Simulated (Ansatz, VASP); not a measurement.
# Two plane-wave programs on K

```
CELL_PARAMETERS angstrom
-2.61145 2.61145 2.61800
2.61145 -2.61145 2.61800
2.62454 2.62454 -2.61800
ATOMIC_POSITIONS crystal
K 0.00000 0.00000 0.00000
```

Change from the starting cell: strain +0.0050 x Voigt [0, 0, 0, 0, 0, 1], atoms carried along.

Alike in both runs: task single point; functional PBE; k mesh 14 × 14 × 14; occupations gaussian, width 0.15 eV; no spin polarisation.

|  | VASP | Ansatz |
| --- | --- | --- |
| version | VASP 6.6.1 | Ansatz 0.2.0 |
| potentials or method | VASP PAW PBE potentials, release 64 (K_sv), cutoff 520 eV | scalar-relativistic, plane waves, PAW |
| valence electrons in the cell | 9 | 9 |

|  | VASP | Ansatz | Ansatz less VASP |
| --- | --- | --- | --- |
| gap on the k mesh at the Fermi level (eV) | none | none | - |
| pressure (GPa) | 0.1 | 0.1 | +0.01 |

A gap of «none» marks a metal or a gap that the smearing closes.
